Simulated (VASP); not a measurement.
# C (R-3m) in VASP: further runs

The runs below take C through single point, with LDA.

Everything below comes from runs of VASP 6.6.1. Logs are shortened: lines on timing, memory, paths and dates and some standing lists are left out, and cuts for length are marked.

**1. The cell of the first run**

It takes space group R-3m (No. 166, trigonal). Conventional cell: a = 2.579 Å, b = 2.579 Å, c = 10.041 Å, α = 90.00°, β = 90.00°, γ = 120.00°. C (site symmetry 3m) has 3 C at 1.49 Å within 2.0 Å.

**2. Single point, LDA (strain +0.050 along x and y, +0.000 along z)**

Input file INCAR:

```
SYSTEM = C
  PREC = Accurate
  ENCUT = 520
  EDIFF = 1E-6
  ISMEAR = 0
  SIGMA = 0.05
  LREAL = .FALSE.
  LASPH = .TRUE.
  NELM = 80
  ALGO = Normal
  ISIF = 2
  LWAVE = .FALSE.
  LCHARG = .FALSE.
  NBANDS = 11
```

Input file KPOINTS:

```
Automatic mesh
0
G
  12 12 12
  0 0 0
```

Input file POSCAR:

```
C
1.0
    1.2894276638      0.7444514088      3.3470108394
   -1.2894276638      0.7444514088      3.3470108394
    0.0000000000     -1.4889028176      3.3470108394
C
2
Direct
    0.1640000000      0.1640000000      0.1640000000
    0.8360000000      0.8360000000      0.8360000000
```

Potentials or basis: VASP PAW LDA potentials, release 64 (C).

Run with:

```sh
$ cat potpaw_LDA.64/C/POTCAR > POTCAR
$ mpirun -np 1 vasp_std > vasp.out
```

OUTCAR:

```text
SYSTEM = C
   PREC = Accurate
   ENCUT = 520
   EDIFF = 1E-6
   ISMEAR = 0
   LREAL = .FALSE.
   LASPH = .TRUE.
   NELM = 80
   ISIF = 2

 ion  position               nearest neighbor table
   1  0.164  0.164  0.164-   2 1.49   2 1.49   2 1.49
   2  0.836  0.836  0.836-   1 1.49   1 1.49   1 1.49

  LATTYP: Found a trigonal (rhomboedric) cell.
 ALAT       =     3.6632380702
 COS(alpha) =     0.7522043520

  Lattice vectors:

 A1 = (   1.2894276638,   0.7444514088,   3.3470108394)
 A2 = (  -1.2894276638,   0.7444514088,   3.3470108394)
 A3 = (   0.0000000000,  -1.4889028176,   3.3470108394)

Analysis of symmetry for initial positions (statically):
=====================================================================
 Subroutine PRICEL returns:
 Original cell was already a primitive cell.

 Routine SETGRP: Setting up the symmetry group for a
 trigonal (rhombohedral) supercell.

 Subroutine GETGRP returns: Found 12 space group operations
 (whereof 12 operations were pure point group operations)
 out of a pool of 12 trial point group operations.

The static configuration has the point symmetry D_3d.

Analysis of symmetry for dynamics (positions and initial velocities):
=====================================================================
 Subroutine PRICEL returns:
 Original cell was already a primitive cell.

 Routine SETGRP: Setting up the symmetry group for a
 trigonal (rhombohedral) supercell.

 Subroutine GETGRP returns: Found 12 space group operations
 (whereof 12 operations were pure point group operations)
 out of a pool of 12 trial point group operations.

The dynamic configuration has the point symmetry D_3d.

 Subroutine INISYM returns: Found 12 space group operations
 (whereof 12 operations are pure point group operations),
 and found     1 'primitive' translations

----------------------------------------------------------------------------------------

                                     Primitive cell

  volume of cell :      19.2771

  direct lattice vectors                    reciprocal lattice vectors
     1.289427664  0.744451409  3.347010839     0.387768941  0.223878503  0.099591352
    -1.289427664  0.744451409  3.347010839    -0.387768941  0.223878503  0.099591352
     0.000000000 -1.488902818  3.347010839     0.000000000 -0.447757005  0.099591352

  length of vectors
     3.663238070  3.663238070  3.663238070     0.458699000  0.458699000  0.458699000

  position of ions in fractional coordinates (direct lattice)
     0.164000000  0.164000000  0.164000000
     0.836000000  0.836000000  0.836000000

  ion indices of the primitive-cell ions
   primitive index   ion index
                 1           1
                 2           2

----------------------------------------------------------------------------------------

 KPOINTS: Automatic mesh

Automatic generation of k-mesh.
 Grid dimensions read from file:
 generate k-points for:   12   12   12

 Generating k-lattice:

  Cartesian coordinates                     Fractional coordinates (reciprocal lattice)
     0.032314078  0.018656542  0.008299279     0.083333333  0.000000000 -0.000000000
    -0.032314078  0.018656542  0.008299279     0.000000000  0.083333333 -0.000000000
     0.000000000 -0.037313084  0.008299279    -0.000000000 -0.000000000  0.083333333

  Length of vectors
     0.038224917  0.038224917  0.038224917

  Shift w.r.t. Gamma in fractional coordinates (k-lattice)
     0.000000000  0.000000000  0.000000000

 Subroutine IBZKPT returns following result:
 ===========================================

 Found    189 irreducible k-points:

 Following reciprocal coordinates:
            Coordinates               Weight
  0.000000  0.000000  0.000000      1.000000
  0.083333  0.000000  0.000000      6.000000
  0.166667 -0.000000  0.000000      6.000000
  0.250000  0.000000  0.000000      6.000000
  0.333333 -0.000000  0.000000      6.000000
  0.416667 -0.000000  0.000000      6.000000
[... 16 lines left out ...]
  0.500000  0.166667  0.000000     12.000000
 -0.416667  0.166667  0.000000     12.000000
 [... further k-points ...]
   k-points           NKPTS =    189   k-points in BZ     NKDIM =    189   number of bands    NBANDS=     11
   number of dos      NEDOS =    301   number of ions     NIONS =      2
   total plane-waves  NPLWV =  21952
   dimension x,y,z NGX =    28 NGY =   28 NGZ =   28
   dimension x,y,z NGXF=    56 NGYF=   56 NGZF=   56
   ions per type =               2
   NGX,Y,Z   is equivalent  to a cutoff of  12.71, 12.71, 12.71 a.u.
   NGXF,Y,Z  is equivalent  to a cutoff of  25.41, 25.41, 25.41 a.u.
 SYSTEM =  C
   PREC   = accura    normal or accurate (medium, high low for compatibility)
   ISTART =      0    job   : 0-new  1-cont  2-samecut
   ICHARG =      2    charge: 1-file 2-atom 10-const
   ISPIN  =      1    spin polarized calculation?
   LNONCOLLINEAR =      F non collinear calculations
   LSORBIT =      F    spin-orbit coupling
   LASPH  =      T    aspherical Exc in radial PAW
   ENCUT  =  520.0 eV  38.22 Ry    6.18 a.u.   6.81  6.81  6.81*2*pi/ulx,y,z
   NELM   =     80;   NELMIN=  2; NELMDL= -5     # of ELM steps
   EDIFF  = 0.1E-05   stopping-criterion for ELM
   LREAL  =      F    real-space projection
   EDIFFG = 0.1E-04   stopping-criterion for IOM
   NSW    =      0    number of steps for IOM
   IBRION =     -1    ionic relax: 0-MD 1-quasi-New 2-CG
   NFREE  =      0    steps in history (QN), initial steepest desc. (CG)
   ISIF   =      2    stress and relaxation
   ISYM   =      2    0-nonsym 1-usesym 2-fastsym
   POTIM  = 0.5000    time-step for ionic-motion
   TEBEG  =    0.0;   TEEND  =   0.0 temperature during run
   PSTRESS=    0.0 pullay stress
   NELECT =       8.0000    total number of electrons
   NUPDOWN=      -1.0000    fix difference up-down
   EMIN   =  10.00;   EMAX   =-10.00  energy-range for DOS
   EFERMI =   0.00;   METHOD = LEGACY
   ISMEAR =     0;   SIGMA  =   0.05  broadening in eV -4-tet -1-fermi 0-gaus
   EFERMI_NEDOS =   21; number of points for ismear=-14 and -15
   IALGO  =     38    algorithm
   IMIX   =      4    mixing-type and parameters
     AMIX     =   0.40;   BMIX     =  1.00
     AMIX_MAG =   1.60;   BMIX_MAG =  1.00
  volume/ion in A,a.u.               =       9.64        65.04
  Fermi-wavevector in a.u.,A,eV,Ry     =   1.221118  2.307578 20.288040  1.491129
  Thomas-Fermi vector in A             =   2.356311
   LORBIT       =      0    0 simple, 1 ext, 2 COOP (PROOUT), +10 PAW based schemes
   GGA     = CA    functional components
   LHFCALC =     F    Hartree Fock is set to
   AEXX    =    0.0000 exact exchange contribution
   IVDW    =     0    specifies the selected vdW correction
   LEPSILON=     F    determine dielectric tensor
   LRPA    =     F    only Hartree local field effects (RPA)
 non-spin polarized calculation
 Gauss-broadening in eV      SIGMA  =   0.05
  energy-cutoff  :      520.00
  volume of cell :       19.28
 maximum number of plane-waves:       532
   NGX = 13   NGY = 13   NGZ = 13

 number of electron       8.0000000 magnetization

 Free energy of the ion-electron system (eV)
  ---------------------------------------------------
  ext. energy  EPLUGINS =         0.00000000
  ---------------------------------------------------
  free energy    TOTEN  =       -19.85032633 eV

  energy without entropy =      -19.85032633  energy(sigma->0) =      -19.85032633

 E-fermi :   3.5785     XC(G=0): -10.4932

 val. band max:        3.3611878714   @ k =  -0.3333   0.3333   0.0000
 cond. band min:       4.1735163432   @ k =  -0.3333   0.3333   0.0000
 fundamental gap:      0.8123284718
 Fermi energy:         3.5784944396

 k-point     1 :       0.0000    0.0000    0.0000
  band No.  band energies     occupation
      1     -14.6142      2.00000
      2      -1.8025      2.00000
      3       0.7886      2.00000
      4       0.7886      2.00000
      5       8.1310      0.00000
      6      11.2455      0.00000
      7      11.2455      0.00000
      8      13.5362      0.00000
      9      13.8029      0.00000
     10      24.5255      0.00000
     11      28.3480      0.00000

 k-point     2 :       0.0833    0.0000    0.0000
  band No.  band energies     occupation
      1     -14.4595      2.00000
      2      -1.6577      2.00000
      3       0.1825      2.00000
      4       0.4980      2.00000
      5       8.3453      0.00000
      6      11.2835      0.00000
      7      11.8443      0.00000
      8      13.0836      0.00000
      9      14.1340      0.00000
     10      24.9716      0.00000
     11      26.7151      0.00000

 k-point     3 :       0.1667   -0.0000    0.0000
  band No.  band energies     occupation
      1     -13.9975      2.00000
      2      -1.3649      2.00000
      3      -1.1972      2.00000
      4      -0.1879      2.00000
      5       8.9565      0.00000
      6      11.1226      0.00000
      7      11.9197      0.00000
      8      13.4327      0.00000
      9      15.1883      0.00000
     10      24.0763      0.00000
     11      26.0657      0.00000

 k-point     4 :       0.2500    0.0000    0.0000
  band No.  band energies     occupation
      1     -13.2356      2.00000
      2      -3.2835      2.00000
      3      -0.9562      2.00000
      4      -0.5094      2.00000
      5       9.4221      0.00000
      6      10.7079      0.00000
      7      10.9138      0.00000
      8      15.6163      0.00000
      9      16.6275      0.00000
     10      22.0098      0.00000
     11      24.4746      0.00000
[... 239 lines left out ...]
 k-point    22 :       0.4167    0.1667    0.0000
  band No.  band energies     occupation
      1     -11.6959      2.00000
      2      -5.2553      2.00000
      3      -3.1093      2.00000
      4       0.4753      2.00000
      5       7.6367      0.00000
      6      12.7741      0.00000
      7      13.0477      0.00000
      8      14.8772      0.00000
      9      18.1079      0.00000
     10      20.9728      0.00000
     11      23.5451      0.00000

 k-point    23 :       0.5000    0.1667    0.0000
  band No.  band energies     occupation
      1     -10.4256      2.00000
      2      -7.0119      2.00000
      3      -3.6352      2.00000
      4       1.6115      2.00000
      5       6.1688      0.00000
      6      12.6312      0.00000
      7      14.1574      0.00000
      8      15.9715      0.00000
      9      17.8574      0.00000
     10      20.7510      0.00000
     11      23.6235      0.00000

 k-point    24 :      -0.4167    0.1667    0.0000
  band No.  band energies     occupation
      1      -9.4111      2.00000
      2      -8.2107      2.00000
      3      -3.8081      2.00000
      4       2.5595      2.00000
      5       5.1668      0.00000
      6      12.5350      0.00000
      7      14.6051      0.00000
      8      15.4716      0.00000
      9      18.2202      0.00000
     10      21.0018      0.00000
     11      24.0713      0.00000

 [... further k-points ...]
[... 5 lines left out ...]
  --------------------------------------------------------------------------------------
  -------------------------------------------------------------------------------------
  Total       -6.4547807     -6.4547807     -0.0910962      0.0000000     -0.0000000      0.0000000
  in kB     -536.4760802   -536.4760802     -7.5712760      0.0000000     -0.0000000      0.0000000
  external PRESSURE =    -360.1744788 kB  Pullay stress =       0.0000000 kB

 VOLUME and BASIS-vectors are now :
 -----------------------------------------------------------------------------
  energy-cutoff  :      520.00
  volume of cell :       19.28
      direct lattice vectors                 reciprocal lattice vectors
     1.289427664  0.744451409  3.347010839     0.387768941  0.223878503  0.099591352
    -1.289427664  0.744451409  3.347010839    -0.387768941  0.223878503  0.099591352
     0.000000000 -1.488902818  3.347010839     0.000000000 -0.447757005  0.099591352

 POSITION                                       TOTAL-FORCE (eV/Angst)
 -----------------------------------------------------------------------------------
      0.00000      0.00000      1.64673         0.000000      0.000000      0.865249
      0.00000      0.00000      8.39430         0.000000      0.000000     -0.865249
 -----------------------------------------------------------------------------------
    total drift:                                0.000000     -0.000000      0.000000

  FREE ENERGIE OF THE ION-ELECTRON SYSTEM (eV)
  ---------------------------------------------------
  free  energy   TOTEN  =       -19.8503263263 eV

  energy  without entropy=      -19.8503263263  energy(sigma->0) =      -19.85032633
```

Wall time 20 s (1 thread of Intel Xeon 6975P-C, shared host); peak memory 0.15 GiB.

Results:

* Free energy: -19.8503 eV
* Pressure: -36.0 GPa
* Largest force: 0.865 eV/Å
* Band gap on the k mesh: 0.81 eV, direct

Forces on the atoms (eV/Å):
```
C    0.000  0.000  0.865
C    0.000  0.000 -0.865
```

Levels at points of the mesh, in eV from the valence-band top:
```csv
k point,band 1,band 2,band 3,band 4,band 5,band 6,band 7,band 8,band 9
"(0.00, 0.00, 0.00)",-17.98,-5.16,-2.57,-2.57,4.77,7.88,7.88,10.17,10.44
"(0.50, 0.00, 0.00)",-13.18,-11.92,-5.52,-1.22,2.15,6.83,11.92,12.17,17.40
"(0.50, 0.50, 0.00)",-13.04,-11.81,-5.59,-2.12,1.68,6.40,12.46,15.14,17.59
"(0.50, 0.50, 0.50)",-17.63,-7.35,-2.60,-2.60,7.84,7.84,10.21,10.30,11.05
```

Caveat: the cell differs from its parent crystal (strain +0.050 along x and y, +0.000 along z).

**3. Single point, LDA (strain +0.025 along x and y, +0.050 along z)**

Input file INCAR:

```
PREC = Accurate
ENCUT = 520
EDIFF = 1E-7
ISMEAR = 0
SIGMA = 0.05
LREAL = False
LASPH = True
NELM = 80
ALGO = Normal
ISIF = 2
LWAVE = False
LCHARG = True
GGA = CA
LELF = True
LVHAR = True
NBANDS = 11
```

Input file KPOINTS:

```
regular mesh
0
Gamma
  12 12 12
```

Input file POSCAR:

```
C
1.0
    1.2587270051      0.7267263753      3.5143613814
   -1.2587270051      0.7267263753      3.5143613814
    0.0000000000     -1.4534527505      3.5143613814
C
2
Direct
    0.1640000000      0.1640000000      0.1640000000
    0.8360000000      0.8360000000      0.8360000000
```

Potentials or basis: VASP PAW LDA potentials, release 64 (C).

Run with:

```sh
$ cat potpaw_LDA.64/C/POTCAR > POTCAR
$ mpirun -np 1 vasp_std > vasp.out
```

It took 28 s on 1 thread of Intel Xeon 6975P-C, shared host; peak memory 0.15 GiB.

The run converged. Its results:

| Item | Value |
| --- | --- |
| Free energy | -20.0875 eV |
| Pressure | -21.0 GPa |
| Largest force | 0.952 eV/Å |
| Band gap on the k mesh | 0.61 eV, direct |

Forces on the atoms (eV/Å):
```
C    0.000  0.000  0.952
C    0.000  0.000 -0.952
```

Stress tensor (GPa, compression positive):
```
-30.54   0.00   0.00
  0.00 -30.54   0.00
  0.00   0.00  -1.81
```

Levels at points of the mesh, in eV from the valence-band top:
```csv
k point,band 1,band 2,band 3,band 4,band 5,band 6,band 7,band 8,band 9
"(0.00, 0.00, 0.00)",-18.59,-6.02,-2.69,-2.69,4.00,8.20,8.20,10.89,11.81
"(0.50, 0.00, 0.00)",-13.52,-12.44,-5.85,-1.58,2.06,7.33,11.75,11.79,17.64
"(0.50, 0.50, 0.00)",-13.43,-12.38,-5.89,-2.25,1.65,7.03,12.26,14.43,18.44
"(0.50, 0.50, 0.50)",-18.35,-7.69,-2.70,-2.70,8.18,8.18,9.58,10.87,11.68
```

Caveat: the cell differs from its parent crystal (strain +0.025 along x and y, +0.050 along z).

**4. Single point, LDA (strain +0.050 along x and y, +0.025 along z)**

Input file INCAR:

```
PREC = Accurate ; ENCUT = 520
EDIFF = 1E-7 ; ISMEAR = 0
SIGMA = 0.05 ; LREAL = F
LASPH = T ; NELM = 100
ALGO = Normal ; ISIF = 2
LWAVE = F ; LCHARG = F
GGA = CA ; NBANDS = 11
```

KPOINTS is that of step 3.

Input file POSCAR:

```
C
1.0
    1.2894276638      0.7444514088      3.4306861104
   -1.2894276638      0.7444514088      3.4306861104
    0.0000000000     -1.4889028176      3.4306861104
C
2
Direct
    0.1640000000      0.1640000000      0.1640000000
    0.8360000000      0.8360000000      0.8360000000
```

Run with:

```sh
$ cat potpaw_LDA.64/C/POTCAR > POTCAR
$ mpirun -np 1 vasp_std > vasp.out
```

It took 26 s on 1 thread of Intel Xeon 6975P-C, shared host; peak memory 0.15 GiB.

Results (log left out):

| Property | Result |
| --- | --- |
| Free energy | -19.8475 eV |
| Pressure | -35.3 GPa |
| Largest force | 0.899 eV/Å |
| Band gap on the k mesh | 0.71 eV, direct |

Forces on the atoms (eV/Å):
```
C    0.000  0.000  0.899
C    0.000  0.000 -0.899
```

Stress tensor (GPa, compression positive):
```
-52.30   0.00   0.00
  0.00 -52.30   0.00
  0.00   0.00  -1.31
```

Levels at points of the mesh, in eV from the valence-band top:
| k point | band 1 | band 2 | band 3 | band 4 | band 5 | band 6 | band 7 | band 8 |
| --- | --- | --- | --- | --- | --- | --- | --- | --- |
| (0.00, 0.00, 0.00) | -18.00 | -5.36 | -2.63 | -2.63 | 4.50 | 7.82 | 7.82 | 10.14 |
| (0.50, 0.00, 0.00) | -13.22 | -11.96 | -5.59 | -1.33 | 2.08 | 6.74 | 11.73 | 11.92 |
| (0.50, 0.50, 0.00) | -13.11 | -11.88 | -5.64 | -2.12 | 1.66 | 6.38 | 12.23 | 14.70 |
| (0.50, 0.50, 0.50) | -17.71 | -7.30 | -2.65 | -2.65 | 7.79 | 7.79 | 10.13 | 10.21 |

Caveat: the cell differs from its parent crystal (strain +0.050 along x and y, +0.025 along z).

(Continued in part 2 of 2.)
